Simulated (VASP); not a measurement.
# Al (a cell with a defect) in VASP: single point with LDA

Aim: the single point of Al (a cell with a defect) with LDA.

All numbers are computed with VASP 6.6.1; they aren't measurements. Logs are shortened: lines on timing, memory, paths and dates and some standing lists are left out, and cuts for length are marked.

## (1) The cell of the first run

The cell holds a defect, 33 atoms: a = 8.100 Å, b = 8.100 Å, c = 8.100 Å, α = 90.00°, β = 90.00°, γ = 90.00°.

## (2) Single point, LDA

Contents of INCAR:

```
ALGO = Normal
EDIFF = 1E-7
ENCUT = 520
GGA = CA
ISIF = 2
ISMEAR = 0
LASPH = True
LCHARG = True
LELF = True
LREAL = Auto
LVHAR = True
LWAVE = False
NBANDS = 72
NELM = 100
PREC = Accurate
SIGMA = 0.1
```

Contents of KPOINTS:

```
k-points
0
Gamma
  3 3 3
```

Contents of POSCAR:

```
Al
1.0
    8.1000000000      0.0000000000      0.0000000000
    0.0000000000      8.1000000000      0.0000000000
    0.0000000000      0.0000000000      8.1000000000
Al
33
Direct
    0.4996471605      0.0147091358     -0.0106046914
    0.7561819753      0.2499577778     -0.0003475309
    0.7519250617      0.0018880247      0.2470458025
    0.0060044444      0.0044641975      0.0059543210
    0.2496728395      0.2500330864      0.0044528395
    0.4996569136      0.4849796296     -0.0109824691
    0.7724106173      0.7503585185     -0.0118464198
    0.2569616049     -0.0027346914      0.2568895062
    0.5027349383      0.2503608642      0.2414959259
    0.7523192593      0.4979923457      0.2468502469
    0.5068854321      0.0421648148      0.5069144444
    0.7577944444      0.2501764198      0.4977532099
    0.7503862963      0.0037086420      0.7503808642
    0.0059616049      0.4958260494      0.0059145679
    0.2450307407      0.7501880247     -0.0013233333
    0.0043844444      0.2500359259      0.2497025926
    0.2570541975      0.5035139506      0.2569770370
    0.5271087654      0.7493306173      0.1617682716
   -0.0104883951      0.0144502469      0.4996188889
    0.2414434568      0.2503616049      0.5026427160
    0.5068161728      0.4594881481      0.5068488889
    0.7606581481      0.7499972840      0.4997316049
    0.2470582716      0.0020487654      0.7519748148
    0.4978056790      0.2501725926      0.7576675309
    0.7505327160      0.4965813580      0.7505276543
   -0.0009544444      0.7501885185      0.2453561728
   -0.0108650617      0.4852476543      0.4996279012
    0.1626858025      0.7493319753      0.5274146914
   -0.0003595062      0.2499588889      0.7560813580
    0.2468628395      0.4978269136      0.7523714815
    0.4998128395      0.7499970370      0.7605756790
   -0.0121597531      0.7503558025      0.7718612346
    0.4393732099      0.7512488889      0.4387369136
```

Potentials or basis: VASP PAW LDA potentials, release 64 (Al).

Command:

```console
> cat potpaw_LDA.64/Al/POTCAR > POTCAR
> mpirun -np 1 vasp_std > vasp.out
```

OUTCAR:

```text
EDIFF = 1E-7
   ENCUT = 520
   GGA = CA
   ISIF = 2
   ISMEAR = 0
   LASPH = True
   LREAL = Auto
   NELM = 100
   PREC = Accurate

 ion  position               nearest neighbor table
   1  0.500  0.015  0.989-  18 2.57  24 2.68   5 2.78   9 2.80  13 2.81  23 2.81   2 2.82  31 2.83
                             3 2.92   8 2.93  15 2.97   7 3.08
   2  0.756  0.250  1.000-  29 2.79   6 2.82   1 2.82  10 2.84   4 2.84   9 2.84   3 2.84  13 2.84
                            14 2.84  25 2.84  16 2.85  24 2.87
   3  0.752  0.002  0.247-  19 2.81  18 2.82   4 2.84   2 2.84   9 2.85  26 2.86  12 2.86  16 2.87
                            22 2.89  11 2.91   1 2.92   7 2.93
   4  0.006  0.004  0.006-   7 2.80   5 2.80  32 2.80  16 2.80  15 2.83  26 2.83  23 2.84   3 2.84
                             2 2.84  29 2.84   8 2.88  13 2.93
   5  0.250  0.250  0.004-   6 2.78   1 2.78   4 2.80  14 2.80   9 2.81  16 2.81  24 2.83  29 2.85
                            30 2.86  23 2.87   8 2.89  17 2.90
   6  0.500  0.485  0.989-  18 2.57  24 2.67   5 2.78   9 2.79  25 2.81  30 2.81   2 2.82  31 2.83
                            10 2.93  17 2.93  15 2.98   7 3.08
   7  0.772  0.750  0.988-  18 2.43  32 2.47  26 2.78   4 2.80  14 2.80  13 2.82  25 2.82  31 2.88
                             3 2.93  10 2.93   1 3.08   6 3.08
   8  0.257  0.997  0.257-  20 2.86   9 2.86   4 2.88  33 2.89  11 2.89   5 2.89  26 2.89  16 2.89
                            15 2.90  19 2.93   1 2.93  18 3.07  28 3.07
   9  0.503  0.250  0.241-  11 2.73  21 2.74   6 2.79   1 2.80   5 2.81   2 2.84  10 2.85   3 2.85
                            17 2.86   8 2.86  12 2.93  20 2.99
  10  0.752  0.498  0.247-  27 2.81  18 2.82  14 2.83   2 2.84   9 2.85  12 2.86  26 2.86  16 2.86
                            22 2.89  21 2.91   6 2.93   7 2.93
  11  0.507  0.042  0.507-  33 2.48  24 2.64  12 2.64   9 2.73  20 2.73  13 2.81   8 2.89  23 2.91
                             3 2.91  31 3.13  22 3.14
  12  0.758  0.250  0.498-  11 2.64  21 2.65  27 2.67  19 2.68  16 2.83  10 2.86   3 2.86  13 2.86
                            25 2.86  29 2.87   9 2.93  24 2.98
  13  0.750  0.004  0.750-  11 2.81   1 2.81  19 2.81  32 2.82   7 2.82  29 2.84   2 2.84  24 2.86
                            12 2.86  31 2.89  22 2.89   4 2.93
  14  0.006  0.496  0.006-   7 2.80   5 2.80  16 2.80  32 2.80  15 2.83  26 2.83  30 2.83  10 2.83
                             2 2.84  29 2.84  17 2.88  25 2.93
  15  0.245  0.750  0.999-  18 2.64  32 2.78  26 2.82  31 2.82   4 2.83  14 2.83  23 2.86  30 2.86
                            17 2.89   8 2.90   1 2.97   6 2.98
  16  0.004  0.250  0.250-  27 2.78  19 2.78   4 2.80  14 2.80  20 2.81   5 2.81  12 2.83   2 2.85
                            10 2.86   3 2.87   8 2.89  17 2.90
  17  0.257  0.504  0.257-  20 2.86   9 2.86  14 2.88  21 2.88  26 2.89  33 2.89  15 2.89   5 2.90
                            16 2.90  27 2.93   6 2.93  18 3.06  28 3.06
  18  0.527  0.749  0.162-  33 2.35   7 2.43   6 2.57   1 2.57  15 2.64  10 2.82   3 2.82  17 3.06
                             8 3.07  31 3.26  22 3.33
  19  0.990  0.014  0.500-  28 2.57  12 2.68  16 2.78  20 2.80  13 2.81   3 2.81  29 2.82  22 2.83
                            23 2.92   8 2.93  26 2.97  32 3.07
  20  0.241  0.250  0.503-  11 2.73  21 2.74  27 2.79  19 2.80  16 2.81  29 2.84  30 2.85  23 2.85
                            17 2.86   8 2.86  24 2.93   9 2.99
  21  0.507  0.459  0.507-  33 2.49  24 2.65  12 2.65   9 2.74  20 2.74  25 2.81  17 2.88  30 2.91
                            10 2.91  31 3.12  22 3.13
  22  0.761  0.750  0.500-  33 2.65  26 2.82  27 2.83  19 2.83  32 2.87  25 2.89  13 2.89   3 2.89
                            10 2.89  31 2.99  21 3.13  11 3.14  28 3.26  18 3.33
  23  0.247  0.002  0.752-   1 2.81  28 2.82   4 2.84  29 2.84  20 2.85  15 2.86  24 2.86   5 2.87
                            31 2.89  11 2.91  19 2.92  32 2.93
  24  0.498  0.250  0.758-  11 2.64  21 2.65   6 2.67   1 2.68   5 2.83  30 2.86  23 2.86  13 2.86
                            25 2.86   2 2.87  20 2.93  12 2.98
  25  0.751  0.497  0.751-   6 2.81  27 2.81  21 2.81  32 2.82   7 2.82  29 2.84   2 2.84  24 2.86
                            12 2.86  31 2.89  22 2.89  14 2.93
  26  0.999  0.750  0.245-  28 2.64   7 2.78  15 2.82  22 2.82   4 2.83  14 2.83   3 2.86  10 2.86
                            17 2.89   8 2.89  19 2.97  27 2.98
  27  0.989  0.485  0.500-  28 2.57  12 2.67  16 2.78  20 2.79  25 2.81  10 2.81  29 2.82  22 2.83
                            30 2.93  17 2.93  26 2.98  32 3.08
  28  0.163  0.749  0.527-  33 2.35  32 2.43  27 2.57  19 2.57  26 2.64  30 2.82  23 2.82  17 3.06
                             8 3.07  22 3.26  31 3.32
  29  1.000  0.250  0.756-   2 2.79  27 2.82  19 2.82  30 2.84  23 2.84  20 2.84   4 2.84  13 2.84
                            14 2.84  25 2.84   5 2.85  12 2.87
  30  0.247  0.498  0.752-   6 2.81  28 2.82  14 2.83  29 2.84  20 2.85  24 2.86  15 2.86   5 2.86
                            31 2.89  21 2.91  27 2.93  32 2.93
  31  0.500  0.750  0.761-  33 2.65  15 2.82   6 2.83   1 2.83   7 2.88  25 2.89  13 2.89  23 2.89
                            30 2.89  22 2.99  21 3.12  11 3.13  18 3.26  28 3.32
  32  0.988  0.750  0.772-  28 2.43   7 2.47  15 2.78   4 2.80  14 2.80  13 2.82  25 2.82  22 2.87
                            23 2.93  30 2.93  19 3.07  27 3.08
  33  0.439  0.751  0.439-  18 2.35  28 2.35  11 2.48  21 2.49  22 2.65  31 2.65   8 2.89  17 2.89

  LATTYP: Found a simple cubic cell.
 ALAT       =     8.1000000000

  Lattice vectors:

 A1 = (   8.1000000000,   0.0000000000,   0.0000000000)
 A2 = (   0.0000000000,   8.1000000000,   0.0000000000)
[... 154 lines left out ...]
 -0.333333  0.333333  0.000000      2.000000
 -0.333333  0.000000  0.333333      2.000000
  0.000000 -0.333333  0.333333      2.000000
  0.333333  0.333333  0.333333      2.000000
 -0.333333  0.333333  0.333333      2.000000
 -0.333333 -0.333333  0.333333      2.000000
  0.333333 -0.333333  0.333333      2.000000
   k-points           NKPTS =     14   k-points in BZ     NKDIM =     14   number of bands    NBANDS=     72
   number of dos      NEDOS =    301   number of ions     NIONS =     33
   total plane-waves  NPLWV = 216000
   dimension x,y,z NGX =    60 NGY =   60 NGZ =   60
   dimension x,y,z NGXF=   120 NGYF=  120 NGZF=  120
   ions per type =              33
   NGX,Y,Z   is equivalent  to a cutoff of  12.31, 12.31, 12.31 a.u.
   NGXF,Y,Z  is equivalent  to a cutoff of  24.63, 24.63, 24.63 a.u.
 SYSTEM =  unknown system
   PREC   = accura    normal or accurate (medium, high low for compatibility)
   ISTART =      0    job   : 0-new  1-cont  2-samecut
   ICHARG =      2    charge: 1-file 2-atom 10-const
   ISPIN  =      1    spin polarized calculation?
   LNONCOLLINEAR =      F non collinear calculations
   LSORBIT =      F    spin-orbit coupling
   LASPH  =      T    aspherical Exc in radial PAW
   ENCUT  =  520.0 eV  38.22 Ry    6.18 a.u.  15.06 15.06 15.06*2*pi/ulx,y,z
   NELM   =    100;   NELMIN=  2; NELMDL= -5     # of ELM steps
   EDIFF  = 0.1E-06   stopping-criterion for ELM
   LREAL  =      T    real-space projection
   EDIFFG = 0.1E-05   stopping-criterion for IOM
   NSW    =      0    number of steps for IOM
   IBRION =     -1    ionic relax: 0-MD 1-quasi-New 2-CG
   NFREE  =      0    steps in history (QN), initial steepest desc. (CG)
   ISIF   =      2    stress and relaxation
   ISYM   =      2    0-nonsym 1-usesym 2-fastsym
   POTIM  = 0.5000    time-step for ionic-motion
   TEBEG  =    0.0;   TEEND  =   0.0 temperature during run
   PSTRESS=    0.0 pullay stress
   NELECT =      99.0000    total number of electrons
   NUPDOWN=      -1.0000    fix difference up-down
   EMIN   =  10.00;   EMAX   =-10.00  energy-range for DOS
   EFERMI =   0.00;   METHOD = LEGACY
   ISMEAR =     0;   SIGMA  =   0.10  broadening in eV -4-tet -1-fermi 0-gaus
   EFERMI_NEDOS =   21; number of points for ismear=-14 and -15
   IALGO  =     38    algorithm
   IMIX   =      4    mixing-type and parameters
     AMIX     =   0.40;   BMIX     =  1.00
     AMIX_MAG =   1.60;   BMIX_MAG =  1.00
  volume/ion in A,a.u.               =      16.10       108.68
  Fermi-wavevector in a.u.,A,eV,Ry     =   0.934978  1.766853 11.894002  0.874184
  Thomas-Fermi vector in A             =   2.061839
   LORBIT       =      0    0 simple, 1 ext, 2 COOP (PROOUT), +10 PAW based schemes
   GGA     = CA    functional components
   LHFCALC =     F    Hartree Fock is set to
   AEXX    =    0.0000 exact exchange contribution
   IVDW    =     0    specifies the selected vdW correction
   LEPSILON=     F    determine dielectric tensor
   LRPA    =     F    only Hartree local field effects (RPA)
 non-spin polarized calculation
 Gauss-broadening in eV      SIGMA  =   0.10
  energy-cutoff  :      520.00
  volume of cell :      531.44
 maximum number of plane-waves:     14358
   NGX = 31   NGY = 31   NGZ = 31

 number of electron      98.9999999 magnetization

 Free energy of the ion-electron system (eV)
  ---------------------------------------------------
  ext. energy  EPLUGINS =         0.00000000
  ---------------------------------------------------
  free energy    TOTEN  =      -136.31254124 eV

  energy without entropy =     -136.27923301  energy(sigma->0) =     -136.29588712

 E-fermi :   8.0549     XC(G=0): -10.4214

 val. band max:        8.0329056181   @ k =   0.0000  -0.3333   0.3333
 cond. band min:       8.0744312828   @ k =   0.3333   0.0000   0.3333
 fundamental gap:      0.0415256647
 Fermi energy:         8.0548876857

 k-point     1 :       0.0000    0.0000    0.0000
  band No.  band energies     occupation
      1      -3.2505      2.00000
      2      -1.2141      2.00000
      3      -1.1670      2.00000
      4      -1.0608      2.00000
      5      -0.9080      2.00000
      6      -0.8893      2.00000
[... 885 lines left out ...]
     60       9.6037      0.00000
     61       9.6564      0.00000
 [bands above 61 left out]

------------------------ aborting loop because EDIFF is reached ----------------------------------------

  FORCE on cell =-STRESS in cart. coord.  units (eV):
  Direction    XX          YY          ZZ          XY          YZ          ZX
  --------------------------------------------------------------------------------------
  -------------------------------------------------------------------------------------
  Total        5.8523498      2.3291330      5.8677592      0.0592165      0.0589155     -4.5896185
  in kB       17.6435430      7.0218219     17.6899992      0.1785248      0.1776174    -13.8366870
  external PRESSURE =      14.1184547 kB  Pullay stress =       0.0000000 kB

 VOLUME and BASIS-vectors are now :
 -----------------------------------------------------------------------------
  energy-cutoff  :      520.00
  volume of cell :      531.44
      direct lattice vectors                 reciprocal lattice vectors
     8.100000000  0.000000000  0.000000000     0.123456790  0.000000000  0.000000000
     0.000000000  8.100000000  0.000000000     0.000000000  0.123456790  0.000000000
     0.000000000  0.000000000  8.100000000     0.000000000  0.000000000  0.123456790

 POSITION                                       TOTAL-FORCE (eV/Angst)
 -----------------------------------------------------------------------------------
      4.04714      0.11914      8.01410        -0.022253      0.034465     -0.012757
      6.12507      2.02466      8.09718         0.004242      0.000434      0.018695
      6.09059      0.01529      2.00107        -0.055495     -0.040845     -0.008163
      0.04864      0.03616      0.04823        -0.005032      0.008932     -0.004332
      2.02235      2.02527      0.03607        -0.016241     -0.000499      0.014004
      4.04722      3.92833      8.01104        -0.022546     -0.031226     -0.010768
[... 25 lines left out ...]
      8.00151      6.07788      6.25208         0.060824     -0.001976     -0.005572
      3.55892      6.08512      3.55377         0.360495     -0.004637      0.356863
 -----------------------------------------------------------------------------------
    total drift:                               -0.004292      0.001452     -0.001008

  FREE ENERGIE OF THE ION-ELECTRON SYSTEM (eV)
  ---------------------------------------------------
  free  energy   TOTEN  =      -136.3125412398 eV

  energy  without entropy=     -136.2792330063  energy(sigma->0) =     -136.29588712
```

Wall time 7.6 min (1 thread of AMD EPYC 9R45 (Zen 5), shared host); peak memory 0.52 GiB.

Results:

| Property | Result |
| --- | --- |
| Free energy | -136.3125 eV |
| Pressure | 1.4 GPa |
| Largest force | 0.507 eV/Å |
| Band gap on the k mesh | zero (an odd number of electrons rules out a gap without spin polarisation) |

Forces in eV/Å, atoms in the order of the input:
```
Al  -0.022  0.034 -0.013
Al   0.004  0.000  0.019
Al  -0.055 -0.041 -0.008
Al  -0.005  0.009 -0.004
Al  -0.016  0.000  0.014
Al  -0.023 -0.031 -0.011
Al  -0.008 -0.002  0.060
Al   0.039 -0.135  0.038
Al  -0.034  0.000 -0.017
Al  -0.058  0.045 -0.010
Al   0.023  0.122  0.023
Al   0.038  0.000 -0.009
Al   0.028 -0.001  0.028
Al  -0.005 -0.011 -0.004
Al  -0.087  0.000 -0.078
Al   0.014  0.000 -0.016
Al   0.037  0.128  0.036
Al  -0.273  0.006 -0.102
Al  -0.013  0.035 -0.023
Al  -0.017  0.000 -0.034
Al   0.026 -0.124  0.026
Al   0.112 -0.001  0.045
Al  -0.009 -0.042 -0.056
Al  -0.008  0.001  0.038
Al   0.029 -0.001  0.029
Al  -0.078  0.001 -0.086
Al  -0.011 -0.032 -0.022
Al  -0.102  0.005 -0.272
Al   0.019  0.000  0.005
Al  -0.010  0.045 -0.058
Al   0.043 -0.001  0.110
Al   0.061 -0.002 -0.006
Al   0.360 -0.005  0.357
```

Levels at points of the mesh, in eV from the Fermi level:
```
           k point  band 45  band 46  band 47  band 48  band 49  band 50  band 51  band 52  band 53  band 54
(0.00, 0.00, 0.00)    -0.77    -0.39    -0.36    -0.20     0.08     0.17     0.21     0.22     0.41     0.57
```
